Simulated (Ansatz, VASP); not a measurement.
# Ba2C: VASP beside Ansatz

The input INCAR:

```
PREC = Accurate
ENCUT = 520
EDIFF = 1E-7
ISMEAR = 0
SIGMA = 0.1
LREAL = F
LASPH = T
NELM = 150
ALGO = Normal
ISIF = 2
LWAVE = F
LCHARG = F
ISPIN = 2
MAGMOM = 0 0 0 0 1 1
LORBIT = 11
GGA = PE
NBANDS = 37
```

KPOINTS

```
regular mesh
0
Gamma
  3 3 4
```

The input POSCAR:

```
Ba2C
1.0
    5.7951470200      0.0000000000      0.0000000000
   -2.8975735100      5.0187445400      0.0000000000
    0.0000000000      0.0000000000      5.7389557400
Ba C
4 2
Direct
    0.8281341900      0.1718658100      0.2020438300
    0.8281341900      0.6562683800      0.2020438300
    0.3437316200      0.1718658100      0.2020438300
    0.3333333300      0.6666666700      0.9930079200
    0.6666666700      0.3333333300      0.3822070000
    0.0000000000      0.0000000000      0.8555184000
```

Input for Ansatz:

```yaml
crystal:
  lattice:
    - [5.79514702, 0.0, 0.0]
    - [-2.89757351, 5.01874454, 0.0]
    - [0.0, 0.0, 5.73895574]
  atoms:
    - { symbol: Ba, position: [0.82813419, 0.17186581, 0.20204383] }
    - { symbol: Ba, position: [0.82813419, 0.65626838, 0.20204383] }
    - { symbol: Ba, position: [0.34373162, 0.17186581, 0.20204383] }
    - { symbol: Ba, position: [0.33333333, 0.66666667, 0.99300792] }
    - { symbol: C, position: [0.66666667, 0.33333333, 0.382207], spin: 1.0 }
    - { symbol: C, position: [0.0, 0.0, 0.8555184], spin: 1.0 }
basis:
  ecutwfc: 420
kpoints:
  mp_grid: { grid: [3, 3, 4] }
hamiltonian:
  xc: pbe
scf:
  occupations: { method: gaussian, width: 0.1 }
  lower_state_search: "off"
output:
  forces: true
  stress: true
  eigenvalues: true
  populations: true
magnetization:
  spin_polarized: true
```

Alike in both runs: task single point; functional PBE; k mesh 3 × 3 × 4; occupations gaussian, width 0.1 eV; collinear spin.

|  | VASP | Ansatz |
| --- | --- | --- |
| version | VASP 6.6.1 | Ansatz 0.2.0 |
| potentials or method | VASP PAW PBE potentials, release 64 (Ba_sv, C), cutoff 520 eV | scalar-relativistic, plane waves, PAW |
| valence electrons in the cell | 48 | 48 |

```tsv
	VASP	Ansatz	Ansatz less VASP
gap on the k mesh at the Fermi level (eV)	none	none	-
rms of the force components (eV/Å)	5.675	4.420	-1.2546
net moment per atom (μB)	0.19	0.23	+0.042
size of the moment on the site where the two differ most (μB)	0.11	0.03	-0.087
```

Site moments also hang on the region over which each program counts them. Atom by atom the forces differ by 1.272 eV/Å (rms over components). A gap of «none» marks a metal or a gap that the smearing closes.

The k mesh is coarse, so the values compare programs but aren't converged. Neither program's run includes spin-orbit coupling.
